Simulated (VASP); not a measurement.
# MgS (P6_3mc) in VASP: single point with PBE

Aim: the single point of MgS with PBE.

Everything below comes from runs of VASP 6.6.1. Logs are shortened: lines on timing, memory, paths and dates and some standing lists are left out, and cuts for length are marked.

## Step 1: The cell of the first run

It takes space group P6_3mc (No. 186, hexagonal). The conventional cell has a = 4.035 Å, b = 4.035 Å, c = 6.432 Å, α = 90.00°, β = 90.00°, γ = 120.00°. Within 3.2 Å of Mg (site symmetry 3m) lie 4 S at 2.45 to 2.47 Å. S (site symmetry 3m) has 4 Mg at 2.45 to 2.47 Å within 3.2 Å.

## Step 2: Single point, PBE

Input file INCAR:

```
PREC = Accurate ; ENCUT = 520
EDIFF = 1E-6 ; ISMEAR = 0
SIGMA = 0.05 ; LREAL = False
LASPH = True ; NELM = 80
ALGO = Normal ; ISIF = 2
LWAVE = False ; LCHARG = False
GGA = PE ; NBANDS = 16
```

Input file KPOINTS:

```
Automatic mesh
0
Gamma
  6 6 4
```

Input file POSCAR:

```
MgS
1.0
    4.0346224068      0.0000000000      0.0000000000
   -2.0173112034      3.4940854990      0.0000000000
    0.0000000000      0.0000000000      6.4322941800
Mg S
2 2
Direct
    0.6666666667      0.3333333333      0.4957548500
    0.3333333333      0.6666666667      0.9957548500
    0.3333333333      0.6666666667      0.3792441500
    0.6666666667      0.3333333333      0.8792441500
```

Potentials or basis: VASP PAW PBE potentials, release 64 (Mg, S).

Launch:

```
$ cat potpaw_PBE.64/Mg/POTCAR potpaw_PBE.64/S/POTCAR > POTCAR
$ mpirun -np 1 vasp_std > vasp.out
```

OUTCAR:

```text
PREC = Accurate
   ENCUT = 520
   EDIFF = 1E-6
   ISMEAR = 0
   LREAL = False
   LASPH = True
   NELM = 80
   ISIF = 2
   GGA = PE

 ion  position               nearest neighbor table
   1  0.667  0.333  0.496-   3 2.45   3 2.45   3 2.45   4 2.47
   2  0.333  0.667  0.996-   4 2.45   4 2.45   4 2.45   3 2.47
   3  0.333  0.667  0.379-   1 2.45   1 2.45   1 2.45   2 2.47
   4  0.667  0.333  0.879-   2 2.45   2 2.45   2 2.45   1 2.47

  LATTYP: Found a hexagonal cell.
 ALAT       =     4.0346224068
 C/A-ratio  =     1.5942741430

  Lattice vectors:

 A1 = (   4.0346224068,   0.0000000000,   0.0000000000)
 A2 = (  -2.0173112034,   3.4940854990,   0.0000000000)
 A3 = (   0.0000000000,   0.0000000000,   6.4322941800)

Analysis of symmetry for initial positions (statically):
=====================================================================
 Subroutine PRICEL returns:
 Original cell was already a primitive cell.

 Routine SETGRP: Setting up the symmetry group for a
 hexagonal supercell.

 Subroutine GETGRP returns: Found 12 space group operations
 (whereof  6 operations were pure point group operations)
 out of a pool of 24 trial point group operations.

The static configuration has the point symmetry C_3v.
 The point group associated with its full space group is C_6v.

Analysis of symmetry for dynamics (positions and initial velocities):
=====================================================================
 Subroutine PRICEL returns:
 Original cell was already a primitive cell.

 Routine SETGRP: Setting up the symmetry group for a
 hexagonal supercell.

 Subroutine GETGRP returns: Found 12 space group operations
 (whereof  6 operations were pure point group operations)
 out of a pool of 24 trial point group operations.

The dynamic configuration has the point symmetry C_3v.
 The point group associated with its full space group is C_6v.

 Subroutine INISYM returns: Found 12 space group operations
 (whereof  6 operations are pure point group operations),
 and found     1 'primitive' translations

----------------------------------------------------------------------------------------

                                     Primitive cell

  volume of cell :      90.6781

  direct lattice vectors                    reciprocal lattice vectors
[... 87 lines left out ...]
   EDIFF  = 0.1E-05   stopping-criterion for ELM
   LREAL  =      F    real-space projection
   EDIFFG = 0.1E-04   stopping-criterion for IOM
   NSW    =      0    number of steps for IOM
   IBRION =     -1    ionic relax: 0-MD 1-quasi-New 2-CG
   NFREE  =      0    steps in history (QN), initial steepest desc. (CG)
   ISIF   =      2    stress and relaxation
   ISYM   =      2    0-nonsym 1-usesym 2-fastsym
   POTIM  = 0.5000    time-step for ionic-motion
   TEBEG  =    0.0;   TEEND  =   0.0 temperature during run
   PSTRESS=    0.0 pullay stress
   NELECT =      16.0000    total number of electrons
   NUPDOWN=      -1.0000    fix difference up-down
   EMIN   =  10.00;   EMAX   =-10.00  energy-range for DOS
   EFERMI =   0.00;   METHOD = LEGACY
   ISMEAR =     0;   SIGMA  =   0.05  broadening in eV -4-tet -1-fermi 0-gaus
   EFERMI_NEDOS =   21; number of points for ismear=-14 and -15
   IALGO  =     38    algorithm
   IMIX   =      4    mixing-type and parameters
     AMIX     =   0.40;   BMIX     =  1.00
     AMIX_MAG =   1.60;   BMIX_MAG =  1.00
  volume/ion in A,a.u.               =      22.67       152.98
  Fermi-wavevector in a.u.,A,eV,Ry     =   0.918221  1.735187 11.471486  0.843130
  Thomas-Fermi vector in A             =   2.043279
   LORBIT       =      0    0 simple, 1 ext, 2 COOP (PROOUT), +10 PAW based schemes
   GGA     = PE    functional components
   LHFCALC =     F    Hartree Fock is set to
   AEXX    =    0.0000 exact exchange contribution
   IVDW    =     0    specifies the selected vdW correction
   LEPSILON=     F    determine dielectric tensor
   LRPA    =     F    only Hartree local field effects (RPA)
 non-spin polarized calculation
 Gauss-broadening in eV      SIGMA  =   0.05
  energy-cutoff  :      520.00
  volume of cell :       90.68
 maximum number of plane-waves:      2466
 NGX is ok and might be reduce to    30
   NGX = 15   NGY = 15   NGZ = 23

 number of electron      16.0000004 magnetization

 Free energy of the ion-electron system (eV)
  ---------------------------------------------------
  ext. energy  EPLUGINS =         0.00000000
  ---------------------------------------------------
  free energy    TOTEN  =       -16.97525355 eV

  energy without entropy =      -16.97525355  energy(sigma->0) =      -16.97525355

 E-fermi :   1.4491     XC(G=0):  -8.3829

 val. band max:        1.1982939220   @ k =   0.0000   0.0000   0.0000
 cond. band min:       4.6323460813   @ k =   0.0000   0.0000   0.0000
 fundamental gap:      3.4340521594
 Fermi energy:         1.4491490246

 k-point     1 :       0.0000    0.0000    0.0000
  band No.  band energies     occupation
      1     -10.2126      2.00000
      2      -9.4836      2.00000
      3      -2.0196      2.00000
      4       0.6175      2.00000
      5       0.6175      2.00000
      6       1.0362      2.00000
[... 376 lines left out ...]
      3      -1.6045      2.00000
      4      -1.6045      2.00000
      5      -0.7974      2.00000
      6      -0.7974      2.00000
[... 8 lines left out ...]
     15      10.4931      0.00000
     16      10.4931      0.00000

------------------------ aborting loop because EDIFF is reached ----------------------------------------

  FORCE on cell =-STRESS in cart. coord.  units (eV):
  Direction    XX          YY          ZZ          XY          YZ          ZX
  --------------------------------------------------------------------------------------
  -------------------------------------------------------------------------------------
  Total        0.5686840      0.5686840      0.4240513      0.0000000      0.0000000      0.0000000
  in kB       10.0479919     10.0479919      7.4924976      0.0000000      0.0000000      0.0000000
  external PRESSURE =       9.1961605 kB  Pullay stress =       0.0000000 kB

 VOLUME and BASIS-vectors are now :
 -----------------------------------------------------------------------------
  energy-cutoff  :      520.00
  volume of cell :       90.68
      direct lattice vectors                 reciprocal lattice vectors
     4.034622407  0.000000000  0.000000000     0.247854669  0.143098960  0.000000000
    -2.017311203  3.494085499  0.000000000     0.000000000  0.286197919  0.000000000
     0.000000000  0.000000000  6.432294180     0.000000000  0.000000000  0.155465526

 POSITION                                       TOTAL-FORCE (eV/Angst)
 -----------------------------------------------------------------------------------
      2.01731      1.16470      3.18884        -0.000000      0.000000      0.048369
     -0.00000      2.32939      6.40499         0.000000     -0.000000      0.048369
     -0.00000      2.32939      2.43941        -0.000000     -0.000000     -0.048369
      2.01731      1.16470      5.65556         0.000000      0.000000     -0.048369
 -----------------------------------------------------------------------------------
    total drift:                               -0.000000      0.000000      0.000052

  FREE ENERGIE OF THE ION-ELECTRON SYSTEM (eV)
  ---------------------------------------------------
  free  energy   TOTEN  =       -16.9752535545 eV

  energy  without entropy=      -16.9752535545  energy(sigma->0) =      -16.97525355
```

OSZICAR:

```text
N       E                     dE             d eps       ncg     rms          rms(c)
DAV:   1     0.602016607139E+02    0.60202E+02   -0.59413E+03   672   0.803E+02
DAV:   2    -0.123316972395E+02   -0.72533E+02   -0.66064E+02   952   0.136E+02
DAV:   3    -0.179253622987E+02   -0.55937E+01   -0.55724E+01   912   0.412E+01
DAV:   4    -0.179904988279E+02   -0.65137E-01   -0.65129E-01   816   0.549E+00
DAV:   5    -0.179917188540E+02   -0.12200E-02   -0.12199E-02   912   0.757E-01    0.573E+00
DAV:   6    -0.170249959519E+02    0.96672E+00   -0.14979E+00   704   0.564E+00    0.443E+00
DAV:   7    -0.169585441832E+02    0.66452E-01   -0.38181E-01   832   0.288E+00    0.332E+00
DAV:   8    -0.169771186523E+02   -0.18574E-01   -0.40367E-02   728   0.138E+00    0.220E+00
DAV:   9    -0.169747102830E+02    0.24084E-02   -0.44686E-03   744   0.465E-01    0.487E-01
DAV:  10    -0.169751744090E+02   -0.46413E-03   -0.17540E-03   864   0.191E-01    0.105E-01
DAV:  11    -0.169752434557E+02   -0.69047E-04   -0.17584E-04   768   0.729E-02    0.522E-02
DAV:  12    -0.169752525902E+02   -0.91345E-05   -0.21817E-05   800   0.243E-02    0.311E-03
DAV:  13    -0.169752535545E+02   -0.96429E-06   -0.12005E-06   808   0.567E-03
   1 F= -.16975254E+02 E0= -.16975254E+02  d E =-.229229E-14
```

stdout:

```text
POSCAR found type information on POSCAR MgS
 POSCAR found :  2 types and       4 ions
 scaLAPACK will be used
 LDA part: xc-table for (Slater+PW92), standard interpolation
 POSCAR, INCAR and KPOINTS ok, starting setup
 FFT: planning ... GRIDC
 FFT: planning ... GRID_SOFT
 FFT: planning ... GRID
 WAVECAR not read
 entering main loop
```

Wall time 19 s (1 thread of Intel Xeon Platinum 8488C (Sapphire Rapids), shared host); peak memory 0.2 GiB.

What came out:

```yaml
Free_energy: -16.9753 eV
Pressure: 0.9 GPa
Largest_force: 0.048 eV/Å
Band_gap_on_the_k_mesh: 3.43 eV, direct
```

Forces in eV/Å, atoms in the order of the input:
```
Mg   0.000  0.000  0.048
Mg   0.000  0.000  0.048
S    0.000  0.000 -0.048
S    0.000  0.000 -0.048
```

Stress tensor (GPa, compression positive):
```
1.00 0.00 0.00
0.00 1.00 0.00
0.00 0.00 0.75
```

Levels at points of the mesh, in eV from the valence-band top:
| k point | band 4 | band 5 | band 6 | band 7 | band 8 | band 9 | band 10 | band 11 | band 12 | band 13 |
| --- | --- | --- | --- | --- | --- | --- | --- | --- | --- | --- |
| (0.00, 0.00, 0.00) | -0.58 | -0.58 | -0.16 | -0.16 | 0.00 | 3.43 | 4.67 | 7.47 | 7.47 | 8.21 |
| (0.50, 0.00, 0.00) | -2.45 | -1.88 | -1.25 | -0.93 | -0.48 | 4.72 | 5.20 | 5.80 | 7.49 | 8.30 |
| (0.00, 0.00, 0.50) | -1.91 | -0.38 | -0.38 | -0.38 | -0.38 | 4.90 | 4.90 | 7.61 | 7.61 | 7.62 |
| (0.50, 0.00, 0.50) | -3.11 | -0.90 | -0.90 | -0.80 | -0.80 | 4.65 | 4.65 | 6.28 | 6.28 | 9.22 |
